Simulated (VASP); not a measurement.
# MgF2 (P4_2/mnm) in VASP: single point with r2SCAN

Aim: the single point of MgF2 with r2SCAN.

Program: VASP 6.6.1. These are calculated values, not measurements. Logs are shortened: lines on timing, memory, paths and dates and some standing lists are left out, and cuts for length are marked.

## Step 1: The cell of the first run

It takes space group P4_2/mnm (No. 136, tetragonal). The conventional cell has a = 4.666 Å, b = 4.666 Å, c = 3.079 Å, α = 90.00°, β = 90.00°, γ = 90.00°. Within 2.6 Å of Mg (site symmetry mmm) lie 6 F at 2.00 to 2.02 Å. Within 2.7 Å of F (site symmetry m2m) lie 3 Mg at 2.00 to 2.02 Å and 1 F at 2.60 Å.

## Step 2: Single point, r2SCAN

Input file POSCAR:

```
MgF2
1.0
    4.6664320000      0.0000000000      0.0000000000
    0.0000000000      4.6664320000      0.0000000000
    0.0000000000      0.0000000000      3.0793410000
Mg F
2 4
Direct
    0.0000000000      0.0000000000      0.0000000000
    0.5000000000      0.5000000000      0.5000000000
    0.3030000000      0.3030000000      0.0000000000
    0.1970000000      0.8030000000      0.5000000000
    0.6970000000      0.6970000000      0.0000000000
    0.8030000000      0.1970000000      0.5000000000
```

Input file INCAR.step1:

```
  PREC = Accurate
  ENCUT = 660
  ISMEAR = -1
  SIGMA = 0.1
  LREAL = F
  LASPH = T
  NELM = 120
  NBANDS = 25
  GGA = PE
  ALGO = Normal
  EDIFF = 1E-5
  LWAVE = T
  LCHARG = F
  GGA_COMPAT = F
```

Input file INCAR.step2:

```
  PREC = Accurate
  ENCUT = 660
  EDIFF = 1E-6
  ISMEAR = -1
  SIGMA = 0.1
  LREAL = F
  LASPH = T
  NELM = 120
  ALGO = Normal
  ISIF = 2
  LWAVE = F
  LCHARG = F
  METAGGA = R2SCAN
  LMIXTAU = T
  NBANDS = 25
  ISTART = 1
  GGA_COMPAT = F
```

Input file KPOINTS:

```
Automatic mesh
0
Gamma
  6 6 8
```

Potentials or basis: VASP PAW PBE potentials, release 64 (Mg, F).

Run with:

```sh
$ cat potpaw_PBE.64/Mg/POTCAR potpaw_PBE.64/F/POTCAR > POTCAR
$ cp INCAR.step1 INCAR
$ mpirun -np 1 vasp_std > vasp.out
$ cp INCAR.step2 INCAR
$ mpirun -np 1 vasp_std > vasp.out
```

OUTCAR:

```text
PREC = Accurate
   ENCUT = 660
   EDIFF = 1E-6
   ISMEAR = -1
   LREAL = F
   LASPH = T
   NELM = 120
   ISIF = 2
   METAGGA = R2SCAN
   ISTART = 1

 ion  position               nearest neighbor table
   1  0.000  0.000  0.000-   3 2.00   5 2.00   4 2.02   6 2.02   4 2.02   6 2.02   2 3.64   2 3.64
                             2 3.64   2 3.64   2 3.64   2 3.64   2 3.64   2 3.64
   2  0.500  0.500  0.500-   4 2.00   6 2.00   5 2.02   3 2.02   3 2.02   5 2.02   1 3.64   1 3.64
                             1 3.64   1 3.64   1 3.64   1 3.64   1 3.64   1 3.64
   3  0.303  0.303  0.000-   1 2.00   2 2.02   2 2.02
   4  0.197  0.803  0.500-   2 2.00   1 2.02   1 2.02
   5  0.697  0.697  0.000-   1 2.00   2 2.02   2 2.02
   6  0.803  0.197  0.500-   2 2.00   1 2.02   1 2.02

  LATTYP: Found a simple tetragonal cell.
 ALAT       =     4.6664320000
 C/A-ratio  =     0.6598919689

  Lattice vectors:

 A1 = (   4.6664320000,   0.0000000000,   0.0000000000)
 A2 = (   0.0000000000,   4.6664320000,   0.0000000000)
 A3 = (   0.0000000000,   0.0000000000,   3.0793410000)

Analysis of symmetry for initial positions (statically):
=====================================================================
 Subroutine PRICEL returns:
 Original cell was already a primitive cell.

 Routine SETGRP: Setting up the symmetry group for a
 simple tetragonal supercell.

 Subroutine GETGRP returns: Found 16 space group operations
 (whereof  8 operations were pure point group operations)
 out of a pool of 16 trial point group operations.

The static configuration has the point symmetry D_2h.
 The point group associated with its full space group is D_4h.

Analysis of symmetry for dynamics (positions and initial velocities):
=====================================================================
 Subroutine PRICEL returns:
 Original cell was already a primitive cell.

 Routine SETGRP: Setting up the symmetry group for a
 simple tetragonal supercell.

 Subroutine GETGRP returns: Found 16 space group operations
 (whereof  8 operations were pure point group operations)
 out of a pool of 16 trial point group operations.

The dynamic configuration has the point symmetry D_2h.
 The point group associated with its full space group is D_4h.

 Subroutine INISYM returns: Found 16 space group operations
 (whereof  8 operations are pure point group operations),
 and found     1 'primitive' translations

----------------------------------------------------------------------------------------

                                     Primitive cell

  volume of cell :      67.0545

  direct lattice vectors                    reciprocal lattice vectors
     4.666432000  0.000000000  0.000000000     0.214296490  0.000000000  0.000000000
     0.000000000  4.666432000  0.000000000     0.000000000  0.214296490  0.000000000
     0.000000000  0.000000000  3.079341000     0.000000000  0.000000000  0.324744807

  length of vectors
     4.666432000  4.666432000  3.079341000     0.214296490  0.214296490  0.324744807

  position of ions in fractional coordinates (direct lattice)
     0.000000000  0.000000000  0.000000000
     0.500000000  0.500000000  0.500000000
     0.303000000  0.303000000  0.000000000
     0.197000000  0.803000000  0.500000000
     0.697000000  0.697000000  0.000000000
     0.803000000  0.197000000  0.500000000

  ion indices of the primitive-cell ions
   primitive index   ion index
                 1           1
                 2           2
                 3           3
                 4           4
                 5           5
                 6           6

----------------------------------------------------------------------------------------

 KPOINTS: Automatic mesh

Automatic generation of k-mesh.
 Grid dimensions read from file:
 generate k-points for:    6    6    8

 Generating k-lattice:

  Cartesian coordinates                     Fractional coordinates (reciprocal lattice)
     0.035716082  0.000000000  0.000000000     0.166666667  0.000000000  0.000000000
     0.000000000  0.035716082  0.000000000     0.000000000  0.166666667  0.000000000
     0.000000000  0.000000000  0.040593101     0.000000000  0.000000000  0.125000000

  Length of vectors
     0.035716082  0.035716082  0.040593101

  Shift w.r.t. Gamma in fractional coordinates (k-lattice)
     0.000000000  0.000000000  0.000000000

 Subroutine IBZKPT returns following result:
 ===========================================

 Found     50 irreducible k-points:

 Following reciprocal coordinates:
            Coordinates               Weight
  0.000000  0.000000  0.000000      1.000000
  0.166667  0.000000  0.000000      4.000000
  0.333333  0.000000  0.000000      4.000000
  0.500000  0.000000  0.000000      2.000000
  0.166667  0.166667  0.000000      4.000000
  0.333333  0.166667  0.000000      8.000000
[... 16 lines left out ...]
  0.333333  0.000000  0.250000      8.000000
  0.500000  0.000000  0.250000      4.000000
 [... further k-points ...]
   k-points           NKPTS =     50   k-points in BZ     NKDIM =     50   number of bands    NBANDS=     25
   number of dos      NEDOS =    301   number of ions     NIONS =      6
   total plane-waves  NPLWV =  44800
   dimension x,y,z NGX =    40 NGY =   40 NGZ =   28
   dimension x,y,z NGXF=    80 NGYF=   80 NGZF=   56
   ions per type =               2   4
   NGX,Y,Z   is equivalent  to a cutoff of  14.25, 14.25, 15.12 a.u.
   NGXF,Y,Z  is equivalent  to a cutoff of  28.50, 28.50, 30.23 a.u.
 SYSTEM =  unknown system
   PREC   = accura    normal or accurate (medium, high low for compatibility)
   ISTART =      1    job   : 0-new  1-cont  2-samecut
   ICHARG =      0    charge: 1-file 2-atom 10-const
   ISPIN  =      1    spin polarized calculation?
   LNONCOLLINEAR =      F non collinear calculations
   LSORBIT =      F    spin-orbit coupling
   LASPH  =      T    aspherical Exc in radial PAW
   ENCUT  =  660.0 eV  48.51 Ry    6.96 a.u.   9.77  9.77  6.45*2*pi/ulx,y,z
   NELM   =    120;   NELMIN=  2; NELMDL=  0     # of ELM steps
   EDIFF  = 0.1E-05   stopping-criterion for ELM
   LREAL  =      F    real-space projection
   EDIFFG = 0.1E-04   stopping-criterion for IOM
   NSW    =      0    number of steps for IOM
   IBRION =     -1    ionic relax: 0-MD 1-quasi-New 2-CG
   NFREE  =      0    steps in history (QN), initial steepest desc. (CG)
   ISIF   =      2    stress and relaxation
   ISYM   =      2    0-nonsym 1-usesym 2-fastsym
   POTIM  = 0.5000    time-step for ionic-motion
   TEBEG  =    0.0;   TEEND  =   0.0 temperature during run
   PSTRESS=    0.0 pullay stress
   NELECT =      32.0000    total number of electrons
   NUPDOWN=      -1.0000    fix difference up-down
   EMIN   =  10.00;   EMAX   =-10.00  energy-range for DOS
   EFERMI =   0.00;   METHOD = LEGACY
   ISMEAR =    -1;   SIGMA  =   0.10  broadening in eV -4-tet -1-fermi 0-gaus
   EFERMI_NEDOS =   21; number of points for ismear=-14 and -15
   IALGO  =     38    algorithm
   IMIX   =      4    mixing-type and parameters
     AMIX     =   0.40;   BMIX     =  1.00
     AMIX_MAG =   1.60;   BMIX_MAG =  1.00
  volume/ion in A,a.u.               =      11.18        75.42
  Fermi-wavevector in a.u.,A,eV,Ry     =   1.279329  2.417581 22.268422  1.636683
  Thomas-Fermi vector in A             =   2.411821
   LORBIT       =      0    0 simple, 1 ext, 2 COOP (PROOUT), +10 PAW based schemes
   METAGGA = R2SCAN    functional components
   LHFCALC =     F    Hartree Fock is set to
   AEXX    =    0.0000 exact exchange contribution
   IVDW    =     0    specifies the selected vdW correction
   LEPSILON=     F    determine dielectric tensor
   LRPA    =     F    only Hartree local field effects (RPA)
 non-spin polarized calculation
  energy-cutoff  :      660.00
  volume of cell :       67.05
 maximum number of plane-waves:      2620
 NGX is ok and might be reduce to    40
   NGX = 19   NGY = 19   NGZ = 13

 number of electron      32.0000006 magnetization

 Free energy of the ion-electron system (eV)
  ---------------------------------------------------
  ext. energy  EPLUGINS =         0.00000000
  ---------------------------------------------------
  free energy    TOTEN  =       -43.82921375 eV

  energy without entropy =      -43.82921375  energy(sigma->0) =      -43.82921375

 E-fermi :   0.0679     XC(G=0): -10.1020

 val. band max:       -2.0236433278   @ k =   0.0000   0.0000   0.0000
 cond. band min:       5.7956967767   @ k =   0.0000   0.0000   0.0000
 fundamental gap:      7.8193401045
 Fermi energy:         0.0678773141

 k-point     1 :       0.0000    0.0000    0.0000
  band No.  band energies     occupation
      1     -23.7856      2.00000
      2     -23.0566      2.00000
      3     -23.0566      2.00000
      4     -22.9724      2.00000
      5      -5.9579      2.00000
      6      -4.4216      2.00000
[... 17 lines left out ...]
     24      17.4408      0.00000
     25      17.4408      0.00000

 k-point     2 :       0.1667    0.0000    0.0000
  band No.  band energies     occupation
      1     -23.7448      2.00000
      2     -23.1352      2.00000
      3     -23.0452      2.00000
      4     -22.9508      2.00000
      5      -5.8592      2.00000
      6      -4.3884      2.00000
[... 17 lines left out ...]
     24      17.1678      0.00000
     25      17.5549      0.00000

 k-point     3 :       0.3333    0.0000    0.0000
  band No.  band energies     occupation
      1     -23.6308      2.00000
      2     -23.2891      2.00000
      3     -23.0152      2.00000
      4     -22.9507      2.00000
      5      -5.5975      2.00000
      6      -4.8257      2.00000
[... 552 lines left out ...]
 k-point    23 :       0.3333    0.0000    0.2500
  band No.  band energies     occupation
      1     -23.4796      2.00000
      2     -23.2154      2.00000
      3     -23.0017      2.00000
      4     -22.9747      2.00000
      5      -5.3191      2.00000
      6      -4.7084      2.00000
[... 17 lines left out ...]
     24      15.5908      0.00000
     25      16.0933      0.00000

 k-point    24 :       0.5000    0.0000    0.2500
  band No.  band energies     occupation
      1     -23.3519      2.00000
      2     -23.3519      2.00000
      3     -22.9849      2.00000
      4     -22.9849      2.00000
      5      -5.0239      2.00000
      6      -5.0239      2.00000
[... 17 lines left out ...]
     24      15.0807      0.00000
     25      16.6547      0.00000

 [... further k-points ...]

------------------------ aborting loop because EDIFF is reached ----------------------------------------

  FORCE on cell =-STRESS in cart. coord.  units (eV):
  Direction    XX          YY          ZZ          XY          YZ          ZX
  --------------------------------------------------------------------------------------
  -------------------------------------------------------------------------------------
  Total       -1.7604312     -1.7604312     -2.0622297     -0.0000000      0.0000000      0.0000000
  in kB      -42.0631680    -42.0631680    -49.2742424     -0.0000000      0.0000000      0.0000000
  external PRESSURE =     -44.4668595 kB  Pullay stress =       0.0000000 kB

 VOLUME and BASIS-vectors are now :
 -----------------------------------------------------------------------------
  energy-cutoff  :      660.00
  volume of cell :       67.05
      direct lattice vectors                 reciprocal lattice vectors
     4.666432000  0.000000000  0.000000000     0.214296490  0.000000000  0.000000000
     0.000000000  4.666432000  0.000000000     0.000000000  0.214296490  0.000000000
     0.000000000  0.000000000  3.079341000     0.000000000  0.000000000  0.324744807

 POSITION                                       TOTAL-FORCE (eV/Angst)
 -----------------------------------------------------------------------------------
      0.00000      0.00000      0.00000         0.000000      0.000000      0.000000
      2.33322      2.33322      1.53967         0.000000      0.000000      0.000000
      1.41393      1.41393      0.00000         0.034679      0.034679     -0.000000
      0.91929      3.74714      1.53967        -0.034679      0.034679     -0.000000
      3.25250      3.25250      0.00000        -0.034679     -0.034679      0.000000
      3.74714      0.91929      1.53967         0.034679     -0.034679      0.000000
 -----------------------------------------------------------------------------------
    total drift:                                0.000000     -0.000000     -0.000000

  FREE ENERGIE OF THE ION-ELECTRON SYSTEM (eV)
  ---------------------------------------------------
  free  energy   TOTEN  =       -43.8292137517 eV

  energy  without entropy=      -43.8292137514  energy(sigma->0) =      -43.82921375
```

Wall time 9 min (1 thread of Oxide Virtual Turin-like, shared host); peak memory 0.24 GiB.

What came out:

- Free energy: -43.8292 eV
- Pressure: -4.4 GPa
- Largest force: 0.049 eV/Å
- Band gap on the k mesh: 7.82 eV

Forces on the atoms (eV/Å):
```
Mg   0.000  0.000  0.000
Mg   0.000  0.000  0.000
F    0.035  0.035  0.000
F   -0.035  0.035  0.000
F   -0.035 -0.035  0.000
F    0.035 -0.035  0.000
```

Caveat: the cell stands under tension; the PAW data sets were made with another functional, which shifts forces and pressure a little. r2SCAN opens gaps a little over a GGA but as a rule still falls short of measured ones.
